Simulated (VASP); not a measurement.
A run of VASP 6.6.1:

File INCAR:

```
SYSTEM = BaScO2F
PREC = Accurate ; ENCUT = 520
EDIFF = 1E-6 ; ISMEAR = 0
SIGMA = 0.05 ; LREAL = .FALSE.
LASPH = .TRUE. ; NELM = 100
ALGO = Normal ; ISIF = 2
LWAVE = .FALSE. ; LCHARG = .FALSE.
NBANDS = 28
```

KPOINTS

```
Automatic mesh
0
G
  6 6 6
  0 0 0
```

POSCAR

```
BaScO2F
1.0
    4.2069470000      0.0000000000      0.0000000000
    0.0000000000      4.2069470000      0.0000000000
    0.0000000000      0.0000000000      4.2114130000
Ba Sc O F
1 1 2 1
Direct
    0.5000000000      0.5000000000      0.5000000000
    0.0000000000      0.0000000000      0.0000000000
    0.5000000000      0.0000000000      0.0000000000
    0.0000000000      0.5000000000      0.0000000000
    0.0000000000      0.0000000000      0.5000000000
```

Potentials or basis: VASP PAW LDA potentials, release 64 (Ba_sv, Sc_sv, O, F).

The run is started by

```bash
$ cat potpaw_LDA.64/Ba_sv/POTCAR potpaw_LDA.64/Sc_sv/POTCAR potpaw_LDA.64/O/POTCAR potpaw_LDA.64/F/POTCAR > POTCAR
$ mpirun -np 1 vasp_std > vasp.out
```

Hardware: 1 thread of Intel(R) Xeon(R) 6975P-C (Granite Rapids), on a shared host.

Task: Estimate the wall time of this run.

Result: Wall time 30 s on 1 thread of Intel(R) Xeon(R) 6975P-C (Granite Rapids), on a shared host, peak memory 0.22 GiB. Counts: scf iterations 15, k points 40.
